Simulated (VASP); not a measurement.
# Cd2S5 in VASP: notebook

The runs below take Cd2S5 through single point, relaxation of cell and atoms, with PBE.

Program: VASP 6.6.1. These are calculated values, not measurements. Logs are shortened: lines on timing, memory, paths and dates and some standing lists are left out, and cuts for length are marked.

### Step 1. The cell of the first run

The structure is monoclinic, space group C2 (No. 5). The conventional cell has a = 6.420 Å, b = 5.440 Å, c = 10.317 Å, α = 90.00°, β = 95.41°, γ = 90.00°. Within 3.4 Å of Cd (site symmetry 1) lie 5 S at 2.54 to 3.29 Å. S (site symmetry 1) has 1 S at 2.16 Å and 2 Cd at 2.58 to 2.62 Å within 2.9 Å. S (site symmetry 1) has 2 S at 1.97 to 2.16 Å within 2.6 Å. Within 3.4 Å of S (site symmetry 2) lie 4 Cd at 2.54 to 2.62 Å.

### Step 2. Single point, PBE

INCAR reads:

```
PREC = Accurate
ENCUT = 540
EDIFF = 1E-6
ISMEAR = 0
SIGMA = 0.2
LREAL = False
LASPH = True
NELM = 120
ALGO = Normal
ISIF = 2
LWAVE = False
LCHARG = True
GGA = PE
LELF = True
LVHAR = True
NBANDS = 44
GGA_COMPAT = False
```

KPOINTS reads:

```
Automatic mesh
0
Gamma
  4 4 2
```

POSCAR reads:

```
Cd2S5
1.0
    3.2067211481     -2.7201202530     -0.1488041971
    3.2067211481      2.7201202530     -0.1488041971
   -0.4954555491      0.0000000000     10.3049644724
Cd S
2 5
Direct
    0.4471581476      0.0549686586      0.8553903071
   -0.0549686586      0.5528418524      0.1446096929
    0.1149702600      0.0544329058      0.2800135697
    0.8881618004      0.3374683635      0.4412708406
    0.6625316365      0.1118381996      0.5587291594
   -0.0544329058     -0.1149702600      0.7199864303
    0.4285797198      0.5714202802      0.0000000000
```

Potentials or basis: VASP PAW PBE potentials, release 64 (Cd_sv_GW, S).

Run with:

```bash
cat potpaw_PBE.64/Cd_sv_GW/POTCAR potpaw_PBE.64/S/POTCAR > POTCAR
mpirun -np 1 vasp_std > vasp.out
```

OUTCAR:

```text
PREC = Accurate
   ENCUT = 540
   EDIFF = 1E-6
   ISMEAR = 0
   LREAL = False
   LASPH = True
   NELM = 120
   ISIF = 2
   GGA = PE

 ion  position               nearest neighbor table
   1  0.447  0.055  0.855-   7 2.54   6 2.58   6 2.62   7 2.62
   2  0.945  0.553  0.145-   7 2.54   3 2.58   3 2.62   7 2.62
   3  0.115  0.054  0.280-   4 2.16   2 2.58   2 2.62
   4  0.888  0.337  0.441-   5 1.97   3 2.16
   5  0.663  0.112  0.559-   4 1.97   6 2.16
   6  0.946  0.885  0.720-   5 2.16   1 2.58   1 2.62
   7  0.429  0.571  0.000-   2 2.54   1 2.54   2 2.62   1 2.62

  LATTYP: Found a base centered monoclinic cell.
 ALAT       =     6.4203436702
 B/A-ratio  =     0.8473441276
 C/A-ratio  =     1.6069027932
 COS(beta)  =    -0.0942726932

  Lattice vectors:

 A1 = (   3.2067211481,  -2.7201202530,  -0.1488041971)
 A2 = (   3.2067211481,   2.7201202530,  -0.1488041971)
 A3 = (  -0.4954555491,   0.0000000000,  10.3049644724)

Analysis of symmetry for initial positions (statically):
=====================================================================
 Subroutine PRICEL returns:
 Original cell was already a primitive cell.

 Routine SETGRP: Setting up the symmetry group for a
 base centered monoclinic supercell.

 Subroutine GETGRP returns: Found  2 space group operations
 (whereof  2 operations were pure point group operations)
 out of a pool of  4 trial point group operations.

The static configuration has the point symmetry C_2 .

Analysis of symmetry for dynamics (positions and initial velocities):
=====================================================================
 Subroutine PRICEL returns:
 Original cell was already a primitive cell.

 Routine SETGRP: Setting up the symmetry group for a
 base centered monoclinic supercell.

 Subroutine GETGRP returns: Found  2 space group operations
 (whereof  2 operations were pure point group operations)
 out of a pool of  4 trial point group operations.

The dynamic configuration has the point symmetry C_2 .

 Subroutine INISYM returns: Found  2 space group operations
 (whereof  2 operations are pure point group operations),
 and found     1 'primitive' translations

----------------------------------------------------------------------------------------

                                     Primitive cell

  volume of cell :     179.3725

  direct lattice vectors                    reciprocal lattice vectors
     3.206721148 -2.720120253 -0.148804197     0.156271158 -0.183815403  0.007513409
     3.206721148  2.720120253 -0.148804197     0.156271158  0.183815403  0.007513409
    -0.495455549  0.000000000 10.304964472     0.004513127  0.000000000  0.097257594

  length of vectors
     4.207642737  4.207642737 10.316868177     0.241381914  0.241381914  0.097362251

  position of ions in fractional coordinates (direct lattice)
     0.447158148  0.054968659  0.855390307
     0.945031341  0.552841852  0.144609693
     0.114970260  0.054432906  0.280013570
     0.888161800  0.337468364  0.441270841
     0.662531636  0.111838200  0.558729159
     0.945567094  0.885029740  0.719986430
     0.428579720  0.571420280  1.000000000

  ion indices of the primitive-cell ions
   primitive index   ion index
                 1           1
                 2           2
                 3           3
                 4           4
                 5           5
                 6           6
                 7           7

----------------------------------------------------------------------------------------

 KPOINTS: Automatic mesh

Automatic generation of k-mesh.
 Grid dimensions read from file:
 generate k-points for:    4    4    2

 Generating k-lattice:

  Cartesian coordinates                     Fractional coordinates (reciprocal lattice)
     0.039067789 -0.045953851  0.001878352     0.250000000  0.000000000  0.000000000
     0.039067789  0.045953851  0.001878352     0.000000000  0.250000000  0.000000000
     0.002256563  0.000000000  0.048628797    -0.000000000 -0.000000000  0.500000000

  Length of vectors
     0.060345479  0.060345479  0.048681126

  Shift w.r.t. Gamma in fractional coordinates (k-lattice)
     0.000000000  0.000000000  0.000000000

 Subroutine IBZKPT returns following result:
 ===========================================

 Found     14 irreducible k-points:

 Following reciprocal coordinates:
            Coordinates               Weight
  0.000000  0.000000  0.000000      1.000000
  0.250000  0.000000  0.000000      4.000000
  0.500000  0.000000  0.000000      2.000000
  0.250000  0.250000  0.000000      2.000000
  0.500000  0.250000  0.000000      4.000000
 -0.250000  0.250000  0.000000      2.000000
  0.500000  0.500000  0.000000      1.000000
  0.000000  0.000000  0.500000      1.000000
  0.250000  0.000000  0.500000      4.000000
  0.500000  0.000000  0.500000      2.000000
  0.250000  0.250000  0.500000      2.000000
  0.500000  0.250000  0.500000      4.000000
 -0.250000  0.250000  0.500000      2.000000
  0.500000  0.500000  0.500000      1.000000
   k-points           NKPTS =     14   k-points in BZ     NKDIM =     14   number of bands    NBANDS=     44
   number of dos      NEDOS =    301   number of ions     NIONS =      7
   total plane-waves  NPLWV =  81920
   dimension x,y,z NGX =    32 NGY =   32 NGZ =   80
   dimension x,y,z NGXF=    64 NGYF=   64 NGZF=  160
   ions per type =               2   5
   NGX,Y,Z   is equivalent  to a cutoff of  12.64, 12.64, 12.89 a.u.
   NGXF,Y,Z  is equivalent  to a cutoff of  25.29, 25.29, 25.78 a.u.
 SYSTEM =  unknown system
   PREC   = accura    normal or accurate (medium, high low for compatibility)
   ISTART =      0    job   : 0-new  1-cont  2-samecut
   ICHARG =      2    charge: 1-file 2-atom 10-const
   ISPIN  =      1    spin polarized calculation?
   LNONCOLLINEAR =      F non collinear calculations
   LSORBIT =      F    spin-orbit coupling
   LASPH  =      T    aspherical Exc in radial PAW
   ENCUT  =  540.0 eV  39.69 Ry    6.30 a.u.   7.97  7.97 19.55*2*pi/ulx,y,z
   NELM   =    120;   NELMIN=  2; NELMDL= -5     # of ELM steps
   EDIFF  = 0.1E-05   stopping-criterion for ELM
   LREAL  =      F    real-space projection
   EDIFFG = 0.1E-04   stopping-criterion for IOM
   NSW    =      0    number of steps for IOM
   IBRION =     -1    ionic relax: 0-MD 1-quasi-New 2-CG
   NFREE  =      0    steps in history (QN), initial steepest desc. (CG)
   ISIF   =      2    stress and relaxation
   ISYM   =      2    0-nonsym 1-usesym 2-fastsym
   POTIM  = 0.5000    time-step for ionic-motion
   TEBEG  =    0.0;   TEEND  =   0.0 temperature during run
   PSTRESS=    0.0 pullay stress
   NELECT =      70.0000    total number of electrons
   NUPDOWN=      -1.0000    fix difference up-down
   EMIN   =  10.00;   EMAX   =-10.00  energy-range for DOS
   EFERMI =   0.00;   METHOD = LEGACY
   ISMEAR =     0;   SIGMA  =   0.20  broadening in eV -4-tet -1-fermi 0-gaus
   EFERMI_NEDOS =   21; number of points for ismear=-14 and -15
   IALGO  =     38    algorithm
   IMIX   =      4    mixing-type and parameters
     AMIX     =   0.40;   BMIX     =  1.00
     AMIX_MAG =   1.60;   BMIX_MAG =  1.00
  volume/ion in A,a.u.               =      25.62       172.92
  Fermi-wavevector in a.u.,A,eV,Ry     =   1.196343  2.260760 19.473144  1.431236
  Thomas-Fermi vector in A             =   2.332285
   LORBIT       =      0    0 simple, 1 ext, 2 COOP (PROOUT), +10 PAW based schemes
   GGA     = PE    functional components
   LHFCALC =     F    Hartree Fock is set to
   AEXX    =    0.0000 exact exchange contribution
   IVDW    =     0    specifies the selected vdW correction
   LEPSILON=     F    determine dielectric tensor
   LRPA    =     F    only Hartree local field effects (RPA)
 non-spin polarized calculation
 Gauss-broadening in eV      SIGMA  =   0.20
  energy-cutoff  :      540.00
  volume of cell :      179.37
 maximum number of plane-waves:      5136
   NGX = 15   NGY = 15   NGZ = 39

 number of electron      69.9999993 magnetization

 Free energy of the ion-electron system (eV)
  ---------------------------------------------------
  ext. energy  EPLUGINS =         0.00000000
  ---------------------------------------------------
  free energy    TOTEN  =       -23.77384704 eV

  energy without entropy =      -23.77383475  energy(sigma->0) =      -23.77384090

 E-fermi :   3.0793     XC(G=0):  -8.7795

 val. band max:        2.5706947213   @ k =   0.0000   0.0000   0.5000
 cond. band min:       3.5839975567   @ k =   0.0000   0.0000   0.5000
 fundamental gap:      1.0133028354
 Fermi energy:         3.0792843135

 k-point     1 :       0.0000    0.0000    0.0000
  band No.  band energies     occupation
      1     -99.2312      2.00000
      2     -99.2312      2.00000
      3     -60.3189      2.00000
      4     -60.3188      2.00000
      5     -60.2921      2.00000
      6     -60.2921      2.00000
[... 36 lines left out ...]
     43       8.3917      0.00000
     44       9.0275      0.00000

 k-point     2 :       0.2500    0.0000    0.0000
  band No.  band energies     occupation
      1     -99.2313      2.00000
      2     -99.2312      2.00000
      3     -60.3189      2.00000
      4     -60.3189      2.00000
      5     -60.2925      2.00000
      6     -60.2922      2.00000
[... 36 lines left out ...]
     43       8.5625      0.00000
     44       9.2392      0.00000

 k-point     3 :       0.5000    0.0000    0.0000
  band No.  band energies     occupation
      1     -99.2312      2.00000
      2     -99.2312      2.00000
      3     -60.3189      2.00000
      4     -60.3188      2.00000
      5     -60.2926      2.00000
      6     -60.2922      2.00000
[... 506 lines left out ...]
     43       8.6685      0.00000
     44       9.1713      0.00000

 k-point    14 :       0.5000    0.5000    0.5000
  band No.  band energies     occupation
      1     -99.2312      2.00000
      2     -99.2312      2.00000
      3     -60.3189      2.00000
      4     -60.3189      2.00000
      5     -60.2927      2.00000
      6     -60.2925      2.00000
[... 36 lines left out ...]
     43       8.8626      0.00000
     44       9.6008      0.00000

------------------------ aborting loop because EDIFF is reached ----------------------------------------

  FORCE on cell =-STRESS in cart. coord.  units (eV):
  Direction    XX          YY          ZZ          XY          YZ          ZX
  --------------------------------------------------------------------------------------
  -------------------------------------------------------------------------------------
  Total       -0.5872042     -0.5596594     -0.8036256      0.0000000      0.0000000      0.0157052
  in kB       -5.2449813     -4.9989478     -7.1780847      0.0000000      0.0000000      0.1402809
  external PRESSURE =      -5.8073379 kB  Pullay stress =       0.0000000 kB

 VOLUME and BASIS-vectors are now :
 -----------------------------------------------------------------------------
  energy-cutoff  :      540.00
  volume of cell :      179.37
      direct lattice vectors                 reciprocal lattice vectors
     3.206721148 -2.720120253 -0.148804197     0.156271158 -0.183815403  0.007513409
     3.206721148  2.720120253 -0.148804197     0.156271158  0.183815403  0.007513409
    -0.495455549  0.000000000 10.304964472     0.004513127  0.000000000  0.097257594

 POSITION                                       TOTAL-FORCE (eV/Angst)
 -----------------------------------------------------------------------------------
      1.18637     -1.06680      8.74005         0.003923      0.021785      0.006958
      4.73161     -1.06680      1.26731        -0.003923      0.021785     -0.006958
      0.40449     -0.16467      2.86032         0.002490      0.005775      0.031631
      3.71162     -1.49795      4.36490        -0.053278     -0.017276      0.045563
      2.20636     -1.49795      5.64245         0.053278     -0.017276     -0.045563
      5.51349     -0.16467      7.14703        -0.002490      0.005775     -0.031631
      3.20672      0.38854     -0.14880        -0.000000     -0.020568      0.000000
 -----------------------------------------------------------------------------------
    total drift:                               -0.000000      0.000449      0.000000

  FREE ENERGIE OF THE ION-ELECTRON SYSTEM (eV)
  ---------------------------------------------------
  free  energy   TOTEN  =       -23.7738470444 eV

  energy  without entropy=      -23.7738347511  energy(sigma->0) =      -23.77384090
```

It took 2.9 min on 1 thread of Intel Xeon Platinum 8488C (Sapphire Rapids), shared host; peak memory 0.32 GiB.

Results:

- Free energy: -23.7738 eV
- Pressure: -0.6 GPa
- Largest force: 0.072 eV/Å
- Band gap on the k mesh: 1.01 eV

Forces on the atoms (eV/Å):
```
Cd   0.004  0.022  0.007
Cd  -0.004  0.022 -0.007
S    0.002  0.006  0.032
S   -0.053 -0.017  0.046
S    0.053 -0.017 -0.046
S   -0.002  0.006 -0.032
S    0.000 -0.021  0.000
```

Levels at points of the mesh, in eV from the valence-band top:
| k point | band 33 | band 34 | band 35 | band 36 | band 37 | band 38 |
| --- | --- | --- | --- | --- | --- | --- |
| (0.00, 0.00, 0.00) | -1.00 | -0.78 | -0.66 | 1.73 | 1.96 | 2.83 |
| (0.50, 0.00, 0.00) | -1.09 | -0.40 | -0.12 | 1.98 | 2.54 | 2.86 |
| (0.50, 0.50, 0.00) | -1.77 | -0.98 | -0.30 | 2.50 | 2.50 | 3.64 |
| (0.00, 0.00, 0.50) | -0.86 | -0.69 | 0.00 | 1.01 | 2.14 | 2.67 |
| (0.50, 0.00, 0.50) | -1.07 | -0.62 | -0.33 | 2.22 | 2.57 | 2.87 |
| (0.50, 0.50, 0.50) | -1.63 | -0.87 | -0.44 | 2.50 | 2.90 | 3.29 |

A k mesh can miss the band edges.

(Continued in part 2 of 2.)
